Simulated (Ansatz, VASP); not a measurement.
**One calculation of C, two programs**

INCAR

```
SYSTEM = C
  PREC = Accurate
  ENCUT = 520
  EDIFF = 1E-6
  ISMEAR = -1
  SIGMA = 0.1
  LREAL = .FALSE.
  LASPH = .TRUE.
  NELM = 80
  ALGO = Normal
  ISIF = 2
  LWAVE = .FALSE.
  LCHARG = .TRUE.
  GGA = PS
  LELF = .TRUE.
  LVHAR = .TRUE.
  NBANDS = 13
```

KPOINTS

```
regular mesh
0
G
  7 7 27
  0 0 0
```

Contents of POSCAR:

```
C
1.0
    5.8415558330      0.0000000001      0.0000000000
   -2.9207779166      5.0589357490      0.0000000000
    0.0000000000      0.0000000000      1.2654104868
C
3
Direct
    1.0000000000      0.0000000000      0.0000000000
    0.3333333333      0.6666666667      0.5000000000
    0.6666666667      0.3333333333      0.5000000000
```

Input for Ansatz:

```yaml
crystal:
  lattice:
    - [5.841555833, 1.0e-10, 0.0]
    - [-2.9207779166, 5.058935749, 0.0]
    - [0.0, 0.0, 1.2654104868]
  atoms:
    - { symbol: C, position: [1.0, 0.0, 0.0] }
    - { symbol: C, position: [0.3333333333, 0.6666666667, 0.5] }
    - { symbol: C, position: [0.6666666667, 0.3333333333, 0.5] }
hamiltonian:
  xc: pbesol
  pseudopotentials:
    kind: paw
    azcp:
      C: "pseudopotentials/C.paw.azcp"
basis:
  ecutwfc: 420
  fft_grid_basis: typed
kpoints:
  mp_grid: { grid: [7, 7, 27], shift: [0, 0, 0] }
magnetization:
  spin_polarized: false
scf:
  occupations: { method: fermi_dirac, width: 0.1 }
  lower_state_search: "off"
output:
  stress: true
```

Alike in both runs: task single point; functional PBEsol; k mesh 7 × 7 × 27; occupations fermi-dirac, width 0.1 eV; no spin polarisation.

```csv
,VASP,Ansatz
version,VASP 6.6.1,Ansatz 0.2.0
potentials or method,"VASP PAW PBE potentials, release 64 (C), cutoff 520 eV","plane waves (420 eV) with PAW, scalar-relativistic"
valence electrons in the cell,12,12
```

```tsv
	VASP	Ansatz	Ansatz less VASP
pressure (GPa)	7.8	7.9	+0.05
traceless stress, the component that is largest in VASP (GPa)	12.84	12.82	-0.017
```

VASP's potentials were made for PBE, not for PBEsol, and Ansatz warns of the same on its side.
